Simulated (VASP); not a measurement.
BiAsSe:

```
Bi As Se
1.0
     4.16604    0.00000    0.00000
     0.00000    4.16604    0.00000
     0.00000    0.00000    5.91241
Bi As Se
1 1 1
Direct
  0.00000 0.00000 0.50000
  0.00000 0.00000 0.00000
  0.50000 0.50000 0.50000
```

The cell was built from a structure type or drawn by symmetry, and may not be a known phase.

- Program: VASP 6.6.1
- Task: relaxation of cell and atoms
- Functional: PBE
- Potentials or basis: VASP PAW PBE potentials, release 64 (Bi_d, As, Se)
- Cutoff: 600 eV
- k mesh: 4 × 4 × 4
- Occupations: gaussian, width 0.1 eV
- Spin: no spin polarisation

At the start: pressure -2.4 GPa; volume 34.20 Å³/atom.

Question: How do energy, volume and symmetry change on relaxing?

Answer: Over 6 steps the energy falls by 37.4 meV/atom and the volume is 32.01 Å³/atom (-6.4 %); space group P4/mmm (No. 123, to 0.1 Å) before and after.

Step by step:
```csv
step,energy change (eV),largest force (eV/Å),pressure (GPa),volume (Å³)
1,0.0000,0.0000,-2.44,102.61
2,-0.1080,0.0000,0.37,95.02
3,-0.1080,0.0000,0.40,94.93
4,-0.1120,0.0000,0.11,95.73
5,-0.1120,0.0000,0.12,95.68
6,-0.1121,0.0000,-0.04,96.03
```

Final structure:
```yaml
crystal:
  lattice:
    - [4.14706, 0.00000, 0.00000]
    - [0.00000, 4.14706, 0.00000]
    - [0.00000, 0.00000, 5.58353]
  atoms:
    - { symbol: Bi, position: [0.00000, 0.00000, 0.50000] }
    - { symbol: As, position: [0.00000, 0.00000, 0.00000] }
    - { symbol: Se, position: [0.50000, 0.50000, 0.50000] }
```

Caveat: the k points lie up to 0.38 Å⁻¹ apart in the final cell, too coarse for converged energies and pressures of a metal.
